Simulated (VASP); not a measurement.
# SnO (Pmn2_1) in VASP: notebook

Runs on SnO. Level: PBEsol+D3(BJ). Tasks: single point.

Everything below comes from runs of VASP 6.6.1. Logs are shortened: lines on timing, memory, paths and dates and some standing lists are left out, and cuts for length are marked.

## 1. The cell of the first run

It takes space group Pmn2_1 (No. 31, orthorhombic). Conventional cell: a = 3.355 Å, b = 5.674 Å, c = 4.222 Å, α = 90.00°, β = 90.00°, γ = 90.00°. Sn (site symmetry m) has 3 O at 2.15 to 2.16 Å within 2.8 Å. O (site symmetry m) has 3 Sn at 2.15 to 2.16 Å within 2.8 Å.

## 2. Single point, PBEsol+D3(BJ)

INCAR

```
ALGO = Normal
EDIFF = 1E-7
ENCUT = 520
GGA = PS
ISIF = 2
ISMEAR = 0
IVDW = 12
LASPH = True
LCHARG = False
LREAL = False
LWAVE = False
NBANDS = 28
NELM = 80
PREC = Accurate
SIGMA = 0.02
```

KPOINTS

```
k-points
0
Gamma
  8 6 6
```

POSCAR

```
SnO
1.0
    3.3550050000      0.0000000000      0.0000000000
    0.0000000000      5.6741040000      0.0000000000
    0.0000000000      0.0000000000      4.2219700000
Sn O
2 2
Direct
    0.0000000000      0.2319090000      0.5131440000
    0.5000000000      0.7680910000      0.0131440000
    0.0000000000      0.8912500000      0.7368570000
    0.5000000000      0.1087500000      0.2368570000
```

Potentials or basis: VASP PAW PBE potentials, release 64 (Sn_d, O).

Command:

```
> cat potpaw_PBE.64/Sn_d/POTCAR potpaw_PBE.64/O/POTCAR > POTCAR
> mpirun -np 1 vasp_std > vasp.out
```

OUTCAR:

```text
EDIFF = 1E-7
   ENCUT = 520
   GGA = PS
   ISIF = 2
   ISMEAR = 0
   IVDW = 12
   LASPH = True
   LREAL = False
   NELM = 80
   PREC = Accurate
 IVDW          = 12

 ion  position               nearest neighbor table
   1  0.000  0.232  0.513-   3 2.15   4 2.16   4 2.16
   2  0.500  0.768  0.013-   4 2.15   3 2.16   3 2.16
   3  0.000  0.891  0.737-   1 2.15   2 2.16   2 2.16
   4  0.500  0.109  0.237-   2 2.15   1 2.16   1 2.16

  LATTYP: Found a simple orthorhombic cell.
 ALAT       =     3.3550050000
 B/A-ratio  =     1.2584094510
 C/A-ratio  =     1.6912356315

  Lattice vectors:

 A1 = (  -3.3550050000,   0.0000000000,   0.0000000000)
 A2 = (   0.0000000000,   0.0000000000,   4.2219700000)
 A3 = (   0.0000000000,   5.6741040000,   0.0000000000)

Analysis of symmetry for initial positions (statically):
=====================================================================
 Subroutine PRICEL returns:
 Original cell was already a primitive cell.

 Routine SETGRP: Setting up the symmetry group for a
 simple orthorhombic supercell.

 Subroutine GETGRP returns: Found  4 space group operations
 (whereof  2 operations were pure point group operations)
 out of a pool of  8 trial point group operations.

The static configuration has the point symmetry C_1h.
 The point group associated with its full space group is C_2v.

Analysis of symmetry for dynamics (positions and initial velocities):
=====================================================================
 Subroutine PRICEL returns:
 Original cell was already a primitive cell.

 Routine SETGRP: Setting up the symmetry group for a
 simple orthorhombic supercell.

 Subroutine GETGRP returns: Found  4 space group operations
 (whereof  2 operations were pure point group operations)
 out of a pool of  8 trial point group operations.

The dynamic configuration has the point symmetry C_1h.
 The point group associated with its full space group is C_2v.

 Subroutine INISYM returns: Found  4 space group operations
 (whereof  2 operations are pure point group operations),
 and found     1 'primitive' translations

----------------------------------------------------------------------------------------

                                     Primitive cell

  volume of cell :      80.3722

[... 90 lines left out ...]
   ENCUT  =  520.0 eV  38.22 Ry    6.18 a.u.   6.24 10.55  7.85*2*pi/ulx,y,z
   NELM   =     80;   NELMIN=  2; NELMDL= -5     # of ELM steps
   EDIFF  = 0.1E-06   stopping-criterion for ELM
   LREAL  =      F    real-space projection
   EDIFFG = 0.1E-05   stopping-criterion for IOM
   NSW    =      0    number of steps for IOM
   IBRION =     -1    ionic relax: 0-MD 1-quasi-New 2-CG
   NFREE  =      0    steps in history (QN), initial steepest desc. (CG)
   ISIF   =      2    stress and relaxation
   ISYM   =      2    0-nonsym 1-usesym 2-fastsym
   POTIM  = 0.5000    time-step for ionic-motion
   TEBEG  =    0.0;   TEEND  =   0.0 temperature during run
   PSTRESS=    0.0 pullay stress
   NELECT =      40.0000    total number of electrons
   NUPDOWN=      -1.0000    fix difference up-down
   EMIN   =  10.00;   EMAX   =-10.00  energy-range for DOS
   EFERMI =   0.00;   METHOD = LEGACY
   ISMEAR =     0;   SIGMA  =   0.02  broadening in eV -4-tet -1-fermi 0-gaus
   EFERMI_NEDOS =   21; number of points for ismear=-14 and -15
   IALGO  =     38    algorithm
   IMIX   =      4    mixing-type and parameters
     AMIX     =   0.40;   BMIX     =  1.00
     AMIX_MAG =   1.60;   BMIX_MAG =  1.00
  volume/ion in A,a.u.               =      20.09       135.59
  Fermi-wavevector in a.u.,A,eV,Ry     =   1.297357  2.451650 22.900458  1.683136
  Thomas-Fermi vector in A             =   2.428755
   LORBIT       =      0    0 simple, 1 ext, 2 COOP (PROOUT), +10 PAW based schemes
   GGA     = PS    functional components
   LHFCALC =     F    Hartree Fock is set to
   AEXX    =    0.0000 exact exchange contribution
   IVDW    =    12    specifies the selected vdW correction
   LEPSILON=     F    determine dielectric tensor
   LRPA    =     F    only Hartree local field effects (RPA)
 non-spin polarized calculation
 Gauss-broadening in eV      SIGMA  =   0.02
  energy-cutoff  :      520.00
  volume of cell :       80.37
 maximum number of plane-waves:      2178
 NGX is ok and might be reduce to    28
   NGX = 13   NGY = 21   NGZ = 15

 number of electron      39.9999992 magnetization

 Free energy of the ion-electron system (eV)
  ---------------------------------------------------
  ext. energy  EPLUGINS =         0.00000000
  ---------------------------------------------------
  free energy    TOTEN  =       -23.79590310 eV

  energy without entropy =      -23.79590310  energy(sigma->0) =      -23.79590310

 E-fermi :   4.8133     XC(G=0):  -9.7645

 val. band max:        4.7071547618   @ k =   0.0000   0.0000   0.0000
 cond. band min:       6.0366627368   @ k =   0.3750   0.5000   0.0000
 fundamental gap:      1.3295079751
 Fermi energy:         4.8133023045

 k-point     1 :       0.0000    0.0000    0.0000
  band No.  band energies     occupation
      1     -16.4165      2.00000
      2     -16.0897      2.00000
      3     -16.0056      2.00000
      4     -15.9792      2.00000
      5     -15.9518      2.00000
      6     -15.9204      2.00000
[... 733 lines left out ...]
     27      13.6646      0.00000
     28      14.6763      0.00000

 [... further k-points ...]

------------------------ aborting loop because EDIFF is reached ----------------------------------------

 Edisp (eV)   -0.74872

 E8    (eV) :    -0.4950

  FORCE on cell =-STRESS in cart. coord.  units (eV):
  Direction    XX          YY          ZZ          XY          YZ          ZX
  --------------------------------------------------------------------------------------
  -------------------------------------------------------------------------------------
  Total      -2.54429    -2.05883    -2.02098     0.00000     0.00000     0.00000
  in kB     -50.71920   -41.04176   -40.28722     0.00000     0.00000     0.00000
  external pressure =      -44.02 kB  Pullay stress =        0.00 kB

 VOLUME and BASIS-vectors are now :
 -----------------------------------------------------------------------------
  energy-cutoff  :      520.00
  volume of cell :       80.37
      direct lattice vectors                 reciprocal lattice vectors
     3.355005000  0.000000000  0.000000000     0.298062149  0.000000000  0.000000000
     0.000000000  5.674104000  0.000000000     0.000000000  0.176239279  0.000000000
     0.000000000  0.000000000  4.221970000     0.000000000  0.000000000  0.236856254

 POSITION                                       TOTAL-FORCE (eV/Angst)
 -----------------------------------------------------------------------------------
      0.00000      1.31588      2.16648         0.000000     -0.328568     -0.100133
      1.67750      4.35823      0.05549         0.000000      0.328568     -0.100133
      0.00000      5.05705      3.11099         0.000000      0.121076      0.100133
      1.67750      0.61706      1.00000         0.000000     -0.121076      0.100133
 -----------------------------------------------------------------------------------
    total drift:                                0.000000      0.000000     -0.000258

  FREE ENERGIE OF THE ION-ELECTRON SYSTEM (eV)
  ---------------------------------------------------
  free  energy   TOTEN  =       -24.5446198855 eV

  energy  without entropy=      -24.5446198855  energy(sigma->0) =      -24.54461989
```

OSZICAR:

```text
N       E                     dE             d eps       ncg     rms          rms(c)
DAV:   1     0.432496002267E+03    0.43250E+03   -0.20216E+04  4596   0.209E+03
DAV:   2     0.412847219954E+02   -0.39121E+03   -0.37549E+03  4676   0.536E+02
DAV:   3    -0.239437347975E+02   -0.65228E+02   -0.64047E+02  5092   0.186E+02
DAV:   4    -0.272375869607E+02   -0.32939E+01   -0.32750E+01  5240   0.452E+01
DAV:   5    -0.273208439496E+02   -0.83257E-01   -0.83239E-01  5028   0.769E+00    0.111E+01
DAV:   6    -0.239265238724E+02    0.33943E+01   -0.15768E+01  7344   0.460E+01    0.523E+00
DAV:   7    -0.238423811753E+02    0.84143E-01   -0.20389E+00  5200   0.866E+00    0.255E+00
DAV:   8    -0.238072145170E+02    0.35167E-01   -0.35150E-01  5276   0.385E+00    0.773E-01
DAV:   9    -0.237950347774E+02    0.12180E-01   -0.47344E-02  7328   0.222E+00    0.232E-01
DAV:  10    -0.237964543421E+02   -0.14196E-02   -0.82247E-03  6356   0.846E-01    0.160E-01
DAV:  11    -0.237958792059E+02    0.57514E-03   -0.24940E-03  7020   0.478E-01    0.258E-02
DAV:  12    -0.237959064117E+02   -0.27206E-04   -0.30468E-04  4760   0.115E-01    0.277E-02
DAV:  13    -0.237959037417E+02    0.26700E-05   -0.21015E-05  5860   0.330E-02    0.813E-03
DAV:  14    -0.237959031288E+02    0.61287E-06   -0.12147E-06  5792   0.742E-03    0.144E-03
DAV:  15    -0.237959030965E+02    0.32323E-07   -0.22528E-07  3600   0.501E-03
   1 F= -.24544620E+02 E0= -.24544620E+02  d E =-.264599E-16
```

Wall time 2.4 min (1 thread of Intel Xeon 6975P-C, shared host); peak memory 0.29 GiB.

Results:

```
Free energy                : -24.5446 eV
Pressure                   : -4.4 GPa
Largest force              : 0.343 eV/Å
Band gap on the k mesh     : 1.33 eV, indirect (least direct gap 1.97 eV)
Dispersion energy per atom : -0.187 eV
```

Forces on the atoms (eV/Å):
```
Sn   0.000 -0.329 -0.100
Sn   0.000  0.329 -0.100
O    0.000  0.121  0.100
O    0.000 -0.121  0.100
```

Levels at points of the mesh, in eV from the valence-band top:
```csv
k point,band 16,band 17,band 18,band 19,band 20,band 21,band 22,band 23,band 24,band 25
"(0.00, 0.00, 0.00)",-3.83,-3.50,-2.64,-2.05,0.00,2.61,3.10,5.81,5.86,8.00
"(0.50, 0.00, 0.00)",-4.48,-2.58,-2.58,-1.25,-1.25,2.53,2.53,5.48,5.48,6.52
"(0.00, 0.50, 0.00)",-4.07,-3.80,-2.66,-1.59,-1.37,3.27,3.86,4.79,4.97,6.86
"(0.50, 0.50, 0.00)",-4.33,-2.65,-2.65,-0.91,-0.91,1.83,1.83,6.23,6.23,7.08
"(0.00, 0.00, 0.50)",-3.43,-3.20,-3.20,-1.66,-1.66,2.61,2.61,5.17,5.17,7.91
"(0.50, 0.00, 0.50)",-4.08,-3.15,-3.15,-1.08,-1.08,2.06,2.06,4.56,4.56,6.82
"(0.00, 0.50, 0.50)",-3.19,-2.92,-2.92,-1.51,-1.51,1.87,1.87,5.92,5.92,7.80
"(0.50, 0.50, 0.50)",-4.22,-3.43,-3.43,-0.43,-0.43,2.38,2.38,4.10,4.10,6.05
```

Caveat: the PAW data sets were made with another functional, which shifts forces and pressure a little; spin-orbit coupling is left out, which moves the levels of the heavy elements.

## 3. Single point, PBEsol+D3(BJ) (volume scaled by 0.97, then relaxed in part)

INCAR

```
PREC = Accurate
ENCUT = 520
EDIFF = 1E-7
ISMEAR = 0
SIGMA = 0.02
LREAL = F
LASPH = T
NELM = 60
ALGO = Normal
ISIF = 2
LWAVE = F
LCHARG = F
GGA = PS
IVDW = 12
NBANDS = 28
```

KPOINTS

```
Automatic mesh
0
Gamma
  8 6 8
```

POSCAR

```
SnO
1.0
    3.2899062640      0.0000000000      0.0000000000
    0.0000000000      5.5555125207      0.0000000000
    0.0000000000      0.0000000000      3.5582518757
Sn O
2 2
Direct
    0.0000000000      0.2455838965      0.5476894370
    0.5000000000      0.7544161035      0.0476894370
    0.0000000000      0.8745722349      0.7023115630
    0.5000000000      0.1254277651      0.2023115630
```

Potentials or basis: VASP PAW PBE potentials, release 64 (Sn_d, O).

Command:

```
> cat potpaw_PBE.64/Sn_d/POTCAR potpaw_PBE.64/O/POTCAR > POTCAR
> mpirun -np 1 vasp_std > vasp.out
```

OUTCAR:

```text
PREC = Accurate
   ENCUT = 520
   EDIFF = 1E-7
   ISMEAR = 0
   LREAL = F
   LASPH = T
   NELM = 60
   ISIF = 2
   GGA = PS
   IVDW = 12
 IVDW          = 12

 ion  position               nearest neighbor table
   1  0.000  0.246  0.548-   3 2.13   4 2.16   4 2.16   2 3.65   2 3.65   2 3.65   2 3.65   2 3.72
                             2 3.72   2 3.72   2 3.72
   2  0.500  0.754  0.048-   4 2.13   3 2.16   3 2.16   1 3.65   1 3.65   1 3.65   1 3.65   1 3.72
[... 953 lines left out ...]

  FORCE on cell =-STRESS in cart. coord.  units (eV):
  Direction    XX          YY          ZZ          XY          YZ          ZX
  --------------------------------------------------------------------------------------
  -------------------------------------------------------------------------------------
  Total       0.53532     0.59713     0.45592     0.00000     0.00000     0.00000
  in kB      13.18806    14.71080    11.23184     0.00000     0.00000     0.00000
  external pressure =       13.04 kB  Pullay stress =        0.00 kB

 VOLUME and BASIS-vectors are now :
 -----------------------------------------------------------------------------
  energy-cutoff  :      520.00
  volume of cell :       65.03
      direct lattice vectors                 reciprocal lattice vectors
     3.289906264  0.000000000  0.000000000     0.303960028  0.000000000  0.000000000
     0.000000000  5.555512521  0.000000000     0.000000000  0.180001394  0.000000000
     0.000000000  0.000000000  3.558251876     0.000000000  0.000000000  0.281036878

 POSITION                                       TOTAL-FORCE (eV/Angst)
 -----------------------------------------------------------------------------------
      0.00000      1.36434      1.94882         0.000000      0.085535      0.029911
      1.64495      4.19117      0.16969         0.000000     -0.085535      0.029911
      0.00000      4.85870      2.49900         0.000000     -0.003294     -0.029911
      1.64495      0.69682      0.71988         0.000000      0.003294     -0.029911
 -----------------------------------------------------------------------------------
    total drift:                                0.000000      0.000000      0.000265

  FREE ENERGIE OF THE ION-ELECTRON SYSTEM (eV)
  ---------------------------------------------------
  free  energy   TOTEN  =       -24.6904884140 eV

  energy  without entropy=      -24.6904884140  energy(sigma->0) =      -24.69048841
```

It took 2 min on 1 thread of Intel Xeon 6975P-C, shared host; peak memory 0.29 GiB.

What came out:

```yaml
Free_energy: -24.6905 eV
Pressure: 1.3 GPa
Largest_force: 0.091 eV/Å
Band_gap_on_the_k_mesh: 0.92 eV, indirect (least direct gap 1.58 eV)
Dispersion_energy_per_atom: -0.232 eV
```

Forces on the atoms (eV/Å):
```
Sn   0.000  0.086  0.030
Sn   0.000 -0.086  0.030
O    0.000 -0.003 -0.030
O    0.000  0.003 -0.030
```

Caveat: the PAW data sets were made with another functional, which shifts forces and pressure a little; spin-orbit coupling is left out, which moves the levels of the heavy elements. A k mesh can miss the band edges.
